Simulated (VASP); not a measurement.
# N2 in VASP: single point with r2SCAN

Aim: the single point of N2 with r2SCAN.

Program: VASP 6.6.1. These are calculated values, not measurements. Logs are shortened: lines on timing, memory, paths and dates and some standing lists are left out, and cuts for length are marked.

## (1) The cell of the first run

The cell holds a molecule in a box, 2 atoms: a = 9.000 Å, b = 9.500 Å, c = 10.000 Å, α = 90.00°, β = 90.00°, γ = 90.00°.

## (2) Single point, r2SCAN

POSCAR reads:

```
N
1.0
    9.0000000000      0.0000000000      0.0000000000
    0.0000000000      9.5000000000      0.0000000000
    0.0000000000      0.0000000000     10.0000000000
N
2
Direct
    0.5000000000      0.5000000000      0.4453621350
    0.5000000000      0.5000000000      0.5546378650
```

INCAR.step1 reads:

```
ALGO = Normal
EDIFF = 1E-5
ENCUT = 1080
GGA = PE
GGA_COMPAT = F
ISMEAR = -1
LASPH = T
LCHARG = F
LREAL = F
LWAVE = T
NBANDS = 12
NELM = 120
NELMDL = -8
PREC = Accurate
SIGMA = 0.02
```

INCAR.step2 reads:

```
ALGO = Normal
EDIFF = 1E-6
ENCUT = 1080
GGA_COMPAT = F
ISIF = 2
ISMEAR = -1
ISTART = 1
LASPH = T
LCHARG = F
LMIXTAU = T
LREAL = F
LWAVE = F
METAGGA = R2SCAN
NBANDS = 12
NELM = 120
PREC = Accurate
SIGMA = 0.02
```

KPOINTS reads:

```
k-points
0
Gamma
  1 1 1
```

Potentials or basis: VASP PAW PBE potentials, release 64 (N_h).

Run with:

```bash
cat potpaw_PBE.64/N_h/POTCAR > POTCAR
cp INCAR.step1 INCAR
mpirun -np 1 vasp_gam > vasp.out
cp INCAR.step2 INCAR
mpirun -np 1 vasp_gam > vasp.out
```

OUTCAR:

```text
EDIFF = 1E-6
   ENCUT = 1080
   ISIF = 2
   ISMEAR = -1
   ISTART = 1
   LASPH = T
   LREAL = F
   METAGGA = R2SCAN
   NELM = 120
   PREC = Accurate

 ion  position               nearest neighbor table
   1  0.500  0.500  0.445-   2 1.09
   2  0.500  0.500  0.555-   1 1.09

  LATTYP: Found a simple orthorhombic cell.
 ALAT       =     9.0000000000
 B/A-ratio  =     1.0555555556
 C/A-ratio  =     1.1111111111

  Lattice vectors:

 A1 = (   9.0000000000,   0.0000000000,   0.0000000000)
 A2 = (   0.0000000000,   9.5000000000,   0.0000000000)
 A3 = (   0.0000000000,   0.0000000000,  10.0000000000)

Analysis of symmetry for initial positions (statically):
=====================================================================
 Subroutine PRICEL returns:
 Original cell was already a primitive cell.

 Routine SETGRP: Setting up the symmetry group for a
 simple orthorhombic supercell.

 Subroutine GETGRP returns: Found  8 space group operations
 (whereof  8 operations were pure point group operations)
 out of a pool of  8 trial point group operations.

The static configuration has the point symmetry D_2h.

Analysis of symmetry for dynamics (positions and initial velocities):
=====================================================================
 Subroutine PRICEL returns:
 Original cell was already a primitive cell.

 Routine SETGRP: Setting up the symmetry group for a
 simple orthorhombic supercell.

 Subroutine GETGRP returns: Found  8 space group operations
 (whereof  8 operations were pure point group operations)
 out of a pool of  8 trial point group operations.

The dynamic configuration has the point symmetry D_2h.

 Subroutine INISYM returns: Found  8 space group operations
 (whereof  8 operations are pure point group operations),
 and found     1 'primitive' translations

----------------------------------------------------------------------------------------

                                     Primitive cell

  volume of cell :     855.0000

  direct lattice vectors                    reciprocal lattice vectors
     9.000000000  0.000000000  0.000000000     0.111111111  0.000000000  0.000000000
     0.000000000  9.500000000  0.000000000     0.000000000  0.105263158  0.000000000
     0.000000000  0.000000000 10.000000000     0.000000000  0.000000000  0.100000000

  length of vectors
     9.000000000  9.500000000 10.000000000     0.111111111  0.105263158  0.100000000

  position of ions in fractional coordinates (direct lattice)
     0.500000000  0.500000000  0.445362135
     0.500000000  0.500000000  0.554637865

  ion indices of the primitive-cell ions
   primitive index   ion index
                 1           1
                 2           2

----------------------------------------------------------------------------------------

 KPOINTS: k-points

Automatic generation of k-mesh.
 Grid dimensions read from file:
 generate k-points for:    1    1    1

 Generating k-lattice:

  Cartesian coordinates                     Fractional coordinates (reciprocal lattice)
     0.111111111  0.000000000  0.000000000     1.000000000  0.000000000  0.000000000
     0.000000000  0.105263158  0.000000000     0.000000000  1.000000000  0.000000000
     0.000000000  0.000000000  0.100000000     0.000000000  0.000000000  1.000000000

  Length of vectors
     0.111111111  0.105263158  0.100000000

  Shift w.r.t. Gamma in fractional coordinates (k-lattice)
     0.000000000  0.000000000  0.000000000

 Subroutine IBZKPT returns following result:
 ===========================================

 Found      1 irreducible k-points:

 Following reciprocal coordinates:
            Coordinates               Weight
  0.000000  0.000000  0.000000      1.000000
   k-points           NKPTS =      1   k-points in BZ     NKDIM =      1   number of bands    NBANDS=     12
   number of dos      NEDOS =    301   number of ions     NIONS =      2
   total plane-waves  NPLWV = ******
   dimension x,y,z NGX =    96 NGY =  108 NGZ =  108
   dimension x,y,z NGXF=   192 NGYF=  216 NGZF=  216
   ions per type =               2
   NGX,Y,Z   is equivalent  to a cutoff of  17.73, 18.90, 17.95 a.u.
   NGXF,Y,Z  is equivalent  to a cutoff of  35.47, 37.80, 35.91 a.u.
 SYSTEM =  unknown system
   PREC   = accura    normal or accurate (medium, high low for compatibility)
   ISTART =      1    job   : 0-new  1-cont  2-samecut
   ICHARG =      0    charge: 1-file 2-atom 10-const
   ISPIN  =      1    spin polarized calculation?
   LNONCOLLINEAR =      F non collinear calculations
   LSORBIT =      F    spin-orbit coupling
   LASPH  =      T    aspherical Exc in radial PAW
   ENCUT  = 1080.0 eV  79.38 Ry    8.91 a.u.  24.12 25.46 26.80*2*pi/ulx,y,z
   NELM   =    120;   NELMIN=  2; NELMDL=  0     # of ELM steps
   EDIFF  = 0.1E-05   stopping-criterion for ELM
   LREAL  =      F    real-space projection
   EDIFFG = 0.1E-04   stopping-criterion for IOM
   NSW    =      0    number of steps for IOM
   IBRION =     -1    ionic relax: 0-MD 1-quasi-New 2-CG
   NFREE  =      0    steps in history (QN), initial steepest desc. (CG)
   ISIF   =      2    stress and relaxation
   ISYM   =      2    0-nonsym 1-usesym 2-fastsym
   POTIM  = 0.5000    time-step for ionic-motion
   TEBEG  =    0.0;   TEEND  =   0.0 temperature during run
   PSTRESS=    0.0 pullay stress
   NELECT =      10.0000    total number of electrons
   NUPDOWN=      -1.0000    fix difference up-down
   EMIN   =  10.00;   EMAX   =-10.00  energy-range for DOS
   EFERMI =   0.00;   METHOD = LEGACY
   ISMEAR =    -1;   SIGMA  =   0.02  broadening in eV -4-tet -1-fermi 0-gaus
   EFERMI_NEDOS =   21; number of points for ismear=-14 and -15
   IALGO  =     38    algorithm
   IMIX   =      4    mixing-type and parameters
     AMIX     =   0.40;   BMIX     =  1.00
     AMIX_MAG =   1.60;   BMIX_MAG =  1.00
  volume/ion in A,a.u.               =     427.50      2884.91
  Fermi-wavevector in a.u.,A,eV,Ry     =   0.371609  0.702239  1.878872  0.138093
  Thomas-Fermi vector in A             =   1.299861
   LORBIT       =      0    0 simple, 1 ext, 2 COOP (PROOUT), +10 PAW based schemes
   METAGGA = R2SCAN    functional components
   LHFCALC =     F    Hartree Fock is set to
   AEXX    =    0.0000 exact exchange contribution
   IVDW    =     0    specifies the selected vdW correction
   LEPSILON=     F    determine dielectric tensor
   LRPA    =     F    only Hartree local field effects (RPA)
 non-spin polarized calculation
  energy-cutoff  :     1080.00
  volume of cell :      855.00
 maximum number of plane-waves:     34428
   NGX = 49   NGY = 51   NGZ = 53

 number of electron      10.0000000 magnetization

 Free energy of the ion-electron system (eV)
  ---------------------------------------------------
  ext. energy  EPLUGINS =         0.00000000
  ---------------------------------------------------
  free energy    TOTEN  =       -18.42121825 eV

  energy without entropy =      -18.42121825  energy(sigma->0) =      -18.42121825

 E-fermi : -10.0405     XC(G=0):  -0.3961

 val. band max:      -10.5428648090   @ k =   0.0000   0.0000   0.0000
 cond. band min:      -1.3886520821   @ k =   0.0000   0.0000   0.0000
 fundamental gap:      9.1542127269
 Fermi energy:       -10.0404656016

 k-point     1 :       0.0000    0.0000    0.0000
  band No.  band energies     occupation
      1     -29.5170      2.00000
      2     -14.0452      2.00000
      3     -11.8255      2.00000
      4     -11.8255      2.00000
      5     -10.5429      2.00000
      6      -1.3887      0.00000
      7      -1.3882      0.00000
      8       0.2011      0.00000
      9       1.6174      0.00000
     10       1.7192      0.00000
     11       1.7783      0.00000
     12       1.8404      0.00000

------------------------ aborting loop because EDIFF is reached ----------------------------------------

  FORCE on cell =-STRESS in cart. coord.  units (eV):
  Direction    XX          YY          ZZ          XY          YZ          ZX
  --------------------------------------------------------------------------------------
  -------------------------------------------------------------------------------------
  Total       -0.0154007     -0.0152595      0.0301537     -0.0000000      0.0000000      0.0000000
  in kB       -0.0288592     -0.0285947      0.0565047     -0.0000000      0.0000000      0.0000000
  external PRESSURE =      -0.0003164 kB  Pullay stress =       0.0000000 kB

 VOLUME and BASIS-vectors are now :
 -----------------------------------------------------------------------------
  energy-cutoff  :     1080.00
  volume of cell :      855.00
      direct lattice vectors                 reciprocal lattice vectors
     9.000000000  0.000000000  0.000000000     0.111111111  0.000000000  0.000000000
     0.000000000  9.500000000  0.000000000     0.000000000  0.105263158  0.000000000
     0.000000000  0.000000000 10.000000000     0.000000000  0.000000000  0.100000000

 POSITION                                       TOTAL-FORCE (eV/Angst)
 -----------------------------------------------------------------------------------
      4.50000      4.75000      4.45362        -0.000000      0.000000     -0.051289
      4.50000      4.75000      5.54638         0.000000     -0.000000      0.051289
 -----------------------------------------------------------------------------------
    total drift:                                0.000000     -0.000000     -0.000000

  FREE ENERGIE OF THE ION-ELECTRON SYSTEM (eV)
  ---------------------------------------------------
  free  energy   TOTEN  =       -18.4212182491 eV

  energy  without entropy=      -18.4212182490  energy(sigma->0) =      -18.42121825
```

It took 7.9 min on 1 thread of AMD EPYC 7R13 (Zen 3), shared host; peak memory 1.8 GiB.

Results:

```
Free energy                     : -18.4212 eV
Largest force                   : 0.051 eV/Å
Gap between the frontier levels : 9.15 eV
```

Forces in eV/Å, atoms in the order of the input:
```
N    0.000  0.000 -0.051
N    0.000  0.000  0.051
```

Caveat: the PAW data sets were made with another functional, which shifts forces and pressure a little.
